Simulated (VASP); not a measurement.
# Al2Cu (P4/mmm) in VASP: notebook

Runs on Al2Cu. Level: r2SCAN. Tasks: single point.

All numbers are computed with VASP 6.6.1; they aren't measurements. Logs are shortened: lines on timing, memory, paths and dates and some standing lists are left out, and cuts for length are marked.

## 1. The cell of the first run

It takes space group P4/mmm (No. 123, tetragonal). Conventional cell: a = 3.965 Å, b = 3.965 Å, c = 2.766 Å, α = 90.00°, β = 90.00°, γ = 90.00°. Al (site symmetry mmm) has 4 Cu at 2.42 Å and 6 Al at 2.77 to 2.80 Å within 3.2 Å. Within 3.2 Å of Cu (site symmetry 4/mmm) lie 8 Al at 2.42 Å and 2 Cu at 2.77 Å.

## 2. Single point, r2SCAN (strain -0.030 along x and y, -0.030 along z)

POSCAR reads:

```
Al2Cu
1.0
    3.9653874331      0.0000000000      0.0000000000
    0.0000000000      3.9653874331      0.0000000000
    0.0000000000      0.0000000000      2.7657856321
Al Cu
2 1
Direct
    0.5000000000      0.0000000000      0.5000000000
    0.0000000000      0.5000000000      0.5000000000
    0.0000000000      0.0000000000      0.0000000000
```

INCAR.step1 reads:

```
PREC = Accurate
ENCUT = 520
ISMEAR = 0
SIGMA = 0.15
LREAL = F
LASPH = T
NELM = 100
NBANDS = 16
GGA = PE
ALGO = Normal
EDIFF = 1E-4
LWAVE = T
LCHARG = F
```

INCAR.step2 reads:

```
PREC = Accurate
ENCUT = 520
EDIFF = 1E-6
ISMEAR = 0
SIGMA = 0.15
LREAL = F
LASPH = T
NELM = 100
ALGO = Normal
ISIF = 2
LWAVE = F
LCHARG = F
METAGGA = R2SCAN
LMIXTAU = T
NBANDS = 16
ISTART = 1
```

KPOINTS reads:

```
regular mesh
0
Gamma
  12 12 16
```

Potentials or basis: VASP PAW PBE potentials, release 64 (Al, Cu).

The run is started by

```console
> cat potpaw_PBE.64/Al/POTCAR potpaw_PBE.64/Cu/POTCAR > POTCAR
> cp INCAR.step1 INCAR
> mpirun -np 1 vasp_std > vasp.out
> cp INCAR.step2 INCAR
> mpirun -np 1 vasp_std > vasp.out
```

OUTCAR:

```text
PREC = Accurate
   ENCUT = 520
   EDIFF = 1E-6
   ISMEAR = 0
   LREAL = F
   LASPH = T
   NELM = 100
   ISIF = 2
   METAGGA = R2SCAN
   ISTART = 1

 ion  position               nearest neighbor table
   1  0.500  0.000  0.500-   3 2.42   3 2.42   3 2.42   3 2.42   2 2.80   2 2.80   2 2.80   2 2.80

   2  0.000  0.500  0.500-   3 2.42   3 2.42   3 2.42   3 2.42   1 2.80   1 2.80   1 2.80   1 2.80

   3  0.000  0.000  0.000-   1 2.42   2 2.42   1 2.42   2 2.42   2 2.42   2 2.42   1 2.42   1 2.42

  LATTYP: Found a simple tetragonal cell.
 ALAT       =     3.9653874331
 C/A-ratio  =     0.6974818170

  Lattice vectors:

 A1 = (   3.9653874331,   0.0000000000,   0.0000000000)
 A2 = (   0.0000000000,   3.9653874331,   0.0000000000)
 A3 = (   0.0000000000,   0.0000000000,   2.7657856321)

Analysis of symmetry for initial positions (statically):
=====================================================================
 Subroutine PRICEL returns:
 Original cell was already a primitive cell.

 Routine SETGRP: Setting up the symmetry group for a
 simple tetragonal supercell.

 Subroutine GETGRP returns: Found 16 space group operations
 (whereof 16 operations were pure point group operations)
 out of a pool of 16 trial point group operations.

The static configuration has the point symmetry D_4h.

Analysis of symmetry for dynamics (positions and initial velocities):
=====================================================================
 Subroutine PRICEL returns:
 Original cell was already a primitive cell.

 Routine SETGRP: Setting up the symmetry group for a
 simple tetragonal supercell.

 Subroutine GETGRP returns: Found 16 space group operations
 (whereof 16 operations were pure point group operations)
 out of a pool of 16 trial point group operations.

The dynamic configuration has the point symmetry D_4h.

 Subroutine INISYM returns: Found 16 space group operations
 (whereof 16 operations are pure point group operations),
 and found     1 'primitive' translations

----------------------------------------------------------------------------------------

                                     Primitive cell

  volume of cell :      43.4900

  direct lattice vectors                    reciprocal lattice vectors
     3.965387433  0.000000000  0.000000000     0.252182168  0.000000000  0.000000000
     0.000000000  3.965387433  0.000000000     0.000000000  0.252182168  0.000000000
     0.000000000  0.000000000  2.765785632     0.000000000  0.000000000  0.361560921

  length of vectors
     3.965387433  3.965387433  2.765785632     0.252182168  0.252182168  0.361560921

  position of ions in fractional coordinates (direct lattice)
     0.500000000  0.000000000  0.500000000
     0.000000000  0.500000000  0.500000000
     0.000000000  0.000000000  0.000000000

  ion indices of the primitive-cell ions
   primitive index   ion index
                 1           1
                 2           2
                 3           3

----------------------------------------------------------------------------------------

 KPOINTS: regular mesh

Automatic generation of k-mesh.
 Grid dimensions read from file:
 generate k-points for:   12   12   16

 Generating k-lattice:

  Cartesian coordinates                     Fractional coordinates (reciprocal lattice)
     0.021015181  0.000000000  0.000000000     0.083333333  0.000000000  0.000000000
     0.000000000  0.021015181  0.000000000     0.000000000  0.083333333  0.000000000
     0.000000000  0.000000000  0.022597558     0.000000000  0.000000000  0.062500000

  Length of vectors
     0.021015181  0.021015181  0.022597558

  Shift w.r.t. Gamma in fractional coordinates (k-lattice)
     0.000000000  0.000000000  0.000000000

 Subroutine IBZKPT returns following result:
 ===========================================

 Found    252 irreducible k-points:

 Following reciprocal coordinates:
            Coordinates               Weight
  0.000000  0.000000  0.000000      1.000000
  0.083333  0.000000  0.000000      4.000000
  0.166667  0.000000  0.000000      4.000000
  0.250000  0.000000  0.000000      4.000000
  0.333333  0.000000  0.000000      4.000000
  0.416667  0.000000  0.000000      4.000000
[... 16 lines left out ...]
  0.333333  0.333333  0.000000      4.000000
  0.416667  0.333333  0.000000      8.000000
 [... further k-points ...]
   k-points           NKPTS =    252   k-points in BZ     NKDIM =    252   number of bands    NBANDS=     16
   number of dos      NEDOS =    301   number of ions     NIONS =      3
   total plane-waves  NPLWV =  21600
   dimension x,y,z NGX =    30 NGY =   30 NGZ =   24
   dimension x,y,z NGXF=    60 NGYF=   60 NGZF=   48
   ions per type =               2   1
   NGX,Y,Z   is equivalent  to a cutoff of  12.58, 12.58, 14.43 a.u.
   NGXF,Y,Z  is equivalent  to a cutoff of  25.15, 25.15, 28.85 a.u.
 SYSTEM =  unknown system
   PREC   = accura    normal or accurate (medium, high low for compatibility)
   ISTART =      1    job   : 0-new  1-cont  2-samecut
   ICHARG =      0    charge: 1-file 2-atom 10-const
   ISPIN  =      1    spin polarized calculation?
   LNONCOLLINEAR =      F non collinear calculations
   LSORBIT =      F    spin-orbit coupling
   LASPH  =      T    aspherical Exc in radial PAW
   ENCUT  =  520.0 eV  38.22 Ry    6.18 a.u.   7.37  7.37  5.14*2*pi/ulx,y,z
   NELM   =    100;   NELMIN=  2; NELMDL=  0     # of ELM steps
   EDIFF  = 0.1E-05   stopping-criterion for ELM
   LREAL  =      F    real-space projection
   EDIFFG = 0.1E-04   stopping-criterion for IOM
   NSW    =      0    number of steps for IOM
   IBRION =     -1    ionic relax: 0-MD 1-quasi-New 2-CG
   NFREE  =      0    steps in history (QN), initial steepest desc. (CG)
   ISIF   =      2    stress and relaxation
   ISYM   =      2    0-nonsym 1-usesym 2-fastsym
   POTIM  = 0.5000    time-step for ionic-motion
   TEBEG  =    0.0;   TEEND  =   0.0 temperature during run
   PSTRESS=    0.0 pullay stress
   NELECT =      17.0000    total number of electrons
   NUPDOWN=      -1.0000    fix difference up-down
   EMIN   =  10.00;   EMAX   =-10.00  energy-range for DOS
   EFERMI =   0.00;   METHOD = LEGACY
   ISMEAR =     0;   SIGMA  =   0.15  broadening in eV -4-tet -1-fermi 0-gaus
   EFERMI_NEDOS =   21; number of points for ismear=-14 and -15
   IALGO  =     38    algorithm
   IMIX   =      4    mixing-type and parameters
     AMIX     =   0.40;   BMIX     =  1.00
     AMIX_MAG =   1.60;   BMIX_MAG =  1.00
  volume/ion in A,a.u.               =      14.50        97.83
  Fermi-wavevector in a.u.,A,eV,Ry     =   1.197001  2.262004 19.494586  1.432812
  Thomas-Fermi vector in A             =   2.332927
   LORBIT       =      0    0 simple, 1 ext, 2 COOP (PROOUT), +10 PAW based schemes
   METAGGA = R2SCAN    functional components
   LHFCALC =     F    Hartree Fock is set to
   AEXX    =    0.0000 exact exchange contribution
   IVDW    =     0    specifies the selected vdW correction
   LEPSILON=     F    determine dielectric tensor
   LRPA    =     F    only Hartree local field effects (RPA)
 non-spin polarized calculation
 Gauss-broadening in eV      SIGMA  =   0.15
  energy-cutoff  :      520.00
  volume of cell :       43.49
 maximum number of plane-waves:      1198
 NGX is ok and might be reduce to    30
   NGX = 15   NGY = 15   NGZ = 11

 number of electron      17.0000019 magnetization

 Free energy of the ion-electron system (eV)
  ---------------------------------------------------
  ext. energy  EPLUGINS =         0.00000000
  ---------------------------------------------------
  free energy    TOTEN  =       -24.28658081 eV

  energy without entropy =      -24.27882122  energy(sigma->0) =      -24.28270102

 E-fermi :   8.2749     XC(G=0): -11.6330

 val. band max:        8.2731637461   @ k =   0.3333   0.2500   0.2500
 cond. band min:       8.2819356615   @ k =   0.5000   0.0833   0.3125
 fundamental gap:      0.0087719153
 Fermi energy:         8.2749332599

 k-point     1 :       0.0000    0.0000    0.0000
  band No.  band energies     occupation
      1      -3.6046      2.00000
      2       2.1673      2.00000
      3       2.5917      2.00000
      4       3.3964      2.00000
      5       3.7044      2.00000
      6       3.7044      2.00000
[... 8 lines left out ...]
     15      16.0218      0.00000
     16      23.4179      0.00000

 k-point     2 :       0.0833    0.0000    0.0000
  band No.  band energies     occupation
      1      -3.5381      2.00000
      2       2.1348      2.00000
      3       2.5762      2.00000
      4       3.3733      2.00000
      5       3.7025      2.00000
      6       3.7048      2.00000
[... 8 lines left out ...]
     15      17.1568      0.00000
     16      22.9830      0.00000

 k-point     3 :       0.1667    0.0000    0.0000
  band No.  band energies     occupation
      1      -3.3402      2.00000
      2       1.9667      2.00000
      3       2.5421      2.00000
      4       3.3154      2.00000
      5       3.6973      2.00000
      6       3.7059      2.00000
[... 8 lines left out ...]
     15      18.7933      0.00000
     16      22.1207      0.00000

 k-point     4 :       0.2500    0.0000    0.0000
  band No.  band energies     occupation
      1      -3.0178      2.00000
      2       1.4963      2.00000
      3       2.5280      2.00000
      4       3.2463      2.00000
      5       3.6750      2.00000
      6       3.6902      2.00000
[... 8 lines left out ...]
     15      20.5467      0.00000
     16      21.1775      0.00000
[... 324 lines left out ...]
 k-point    22 :       0.5000    0.2500    0.0000
  band No.  band energies     occupation
      1      -1.2281      2.00000
      2       0.1592      2.00000
      3       2.3620      2.00000
      4       2.8284      2.00000
      5       3.3556      2.00000
      6       3.6805      2.00000
[... 8 lines left out ...]
     15      19.7254      0.00000
     16      21.0602      0.00000

 k-point    23 :       0.3333    0.3333    0.0000
  band No.  band energies     occupation
      1      -1.5632      2.00000
      2       1.3998      2.00000
      3       1.6645      2.00000
      4       2.8099      2.00000
      5       3.5359      2.00000
      6       3.6886      2.00000
[... 8 lines left out ...]
     15      20.9045      0.00000
     16      21.4344      0.00000

 k-point    24 :       0.4167    0.3333    0.0000
  band No.  band energies     occupation
      1      -1.0720      2.00000
      2       0.8661      2.00000
      3       1.8586      2.00000
      4       2.6615      2.00000
      5       3.4055      2.00000
      6       3.6844      2.00000
[... 8 lines left out ...]
     15      20.3647      0.00000
     16      21.1469      0.00000

 [... further k-points ...]
[... 5 lines left out ...]
  --------------------------------------------------------------------------------------
  -------------------------------------------------------------------------------------
  Total        3.0910377      3.0910377      2.9131151      0.0000000      0.0000000      0.0000000
  in kB      113.8741433    113.8741433    107.3194553      0.0000000      0.0000000      0.0000000
  external PRESSURE =     111.6892473 kB  Pullay stress =       0.0000000 kB

 VOLUME and BASIS-vectors are now :
 -----------------------------------------------------------------------------
  energy-cutoff  :      520.00
  volume of cell :       43.49
      direct lattice vectors                 reciprocal lattice vectors
     3.965387433  0.000000000  0.000000000     0.252182168  0.000000000  0.000000000
     0.000000000  3.965387433  0.000000000     0.000000000  0.252182168  0.000000000
     0.000000000  0.000000000  2.765785632     0.000000000  0.000000000  0.361560921

 POSITION                                       TOTAL-FORCE (eV/Angst)
 -----------------------------------------------------------------------------------
      1.98269      0.00000      1.38289         0.000000      0.000000      0.000000
      0.00000      1.98269      1.38289         0.000000      0.000000      0.000000
      0.00000      0.00000      0.00000         0.000000      0.000000      0.000000
 -----------------------------------------------------------------------------------
    total drift:                                0.000000      0.000000      0.000000

  FREE ENERGIE OF THE ION-ELECTRON SYSTEM (eV)
  ---------------------------------------------------
  free  energy   TOTEN  =       -24.2865808107 eV

  energy  without entropy=      -24.2788212205  energy(sigma->0) =      -24.28270102
```

Run time: 8.4 min. Hardware: 1 thread of Intel Xeon Platinum 8259CL at 2.50GHz (Skylake/Cascade Lake), shared host; peak memory 0.29 GiB.

What came out:

```
Free energy            : -24.2866 eV
Pressure               : 11.2 GPa
Band gap on the k mesh : zero (an odd number of electrons rules out a gap without spin polarisation)
```

Caveat: the cell differs from its parent crystal (strain -0.030 along x and y, -0.030 along z); the cell stands under pressure; the PAW data sets were made with another functional, which shifts forces and pressure a little.

## 3. Single point, r2SCAN (strain -0.030 along x and y, -0.015 along z)

Edit POSCAR of step 2 so:

```diff
@@ -4,3 +4,3 @@
     0.0000000000      3.9653874331      0.0000000000
-    0.0000000000      0.0000000000      2.7657856321
+    0.0000000000      0.0000000000      2.8085555130
 Al Cu
```

INCAR.step1 reads:

```
SYSTEM = Al2Cu
PREC     = Accurate       ! precision mode
ENCUT    = 520            ! plane-wave cutoff, eV
ISMEAR   = 0              ! smearing method
SIGMA    = 0.15           ! smearing width, eV
LREAL    = .FALSE.        ! projectors in reciprocal space
LASPH    = .TRUE.         ! aspherical terms in the spheres
NELM     = 100            ! most SCF steps
NBANDS   = 16             ! bands
GGA      = PE             ! functional
ALGO     = Normal         ! electronic algorithm
EDIFF    = 1E-4           ! SCF threshold, eV
LWAVE    = .TRUE.         ! write WAVECAR
LCHARG   = .FALSE.        ! write CHGCAR
```

INCAR.step2 reads:

```
SYSTEM = Al2Cu
PREC     = Accurate       ! precision mode
ENCUT    = 520            ! plane-wave cutoff, eV
EDIFF    = 1E-7           ! SCF threshold, eV
ISMEAR   = 0              ! smearing method
SIGMA    = 0.15           ! smearing width, eV
LREAL    = .FALSE.        ! projectors in reciprocal space
LASPH    = .TRUE.         ! aspherical terms in the spheres
NELM     = 100            ! most SCF steps
ALGO     = Normal         ! electronic algorithm
ISIF     = 2              ! what is computed and relaxed
LWAVE    = .FALSE.        ! write WAVECAR
LCHARG   = .FALSE.        ! write CHGCAR
METAGGA  = R2SCAN         ! meta-GGA
LMIXTAU  = .TRUE.       
NBANDS   = 16             ! bands
ISTART   = 1
```

KPOINTS reads:

```
regular mesh
0
G
  12 12 16
  0 0 0
```

Potentials or basis: VASP PAW PBE potentials, release 64 (Al, Cu).

The run is started by

```console
> cat potpaw_PBE.64/Al/POTCAR potpaw_PBE.64/Cu/POTCAR > POTCAR
> cp INCAR.step1 INCAR
> mpirun -np 1 vasp_std > vasp.out
> cp INCAR.step2 INCAR
> mpirun -np 1 vasp_std > vasp.out
```

Run time: 8.9 min. Hardware: 1 thread of Intel Xeon Platinum 8259CL at 2.50GHz (Skylake/Cascade Lake), shared host; peak memory 0.29 GiB.

It converged, with:

```
Free energy            : -24.3239 eV
Pressure               : 9.0 GPa
Band gap on the k mesh : zero (an odd number of electrons rules out a gap without spin polarisation)
```

Stress tensor (GPa, compression positive):
```
9.98 0.00 0.00
0.00 9.98 0.00
0.00 0.00 6.97
```

Levels at points of the mesh, in eV from the Fermi level:
| k point | band 6 | band 7 | band 8 | band 9 | band 10 | band 11 | band 12 | band 13 |
| --- | --- | --- | --- | --- | --- | --- | --- | --- |
| (0.00, 0.00, 0.00) | -4.51 | -2.71 | -2.71 | 0.53 | 1.05 | 6.81 | 7.30 | 7.30 |
| (0.50, 0.00, 0.00) | -4.54 | -4.50 | -1.22 | 1.81 | 2.11 | 2.63 | 8.35 | 9.31 |
| (0.50, 0.50, 0.00) | -4.69 | -4.53 | -4.53 | -2.69 | 9.24 | 9.24 | 10.24 | 11.67 |
| (0.00, 0.00, 0.50) | -4.54 | -3.31 | 2.86 | 2.86 | 2.98 | 2.98 | 3.04 | 3.28 |
| (0.50, 0.00, 0.50) | -4.60 | -3.53 | -2.70 | -1.74 | 4.18 | 4.31 | 4.98 | 6.29 |
| (0.50, 0.50, 0.50) | -4.01 | -2.60 | -2.60 | -1.13 | -0.87 | 0.45 | 0.45 | 2.61 |

Caveat: the cell differs from its parent crystal (strain -0.030 along x and y, -0.015 along z); the cell stands under pressure; the PAW data sets were made with another functional, which shifts forces and pressure a little.

(Part 1 of 2 ends here.)
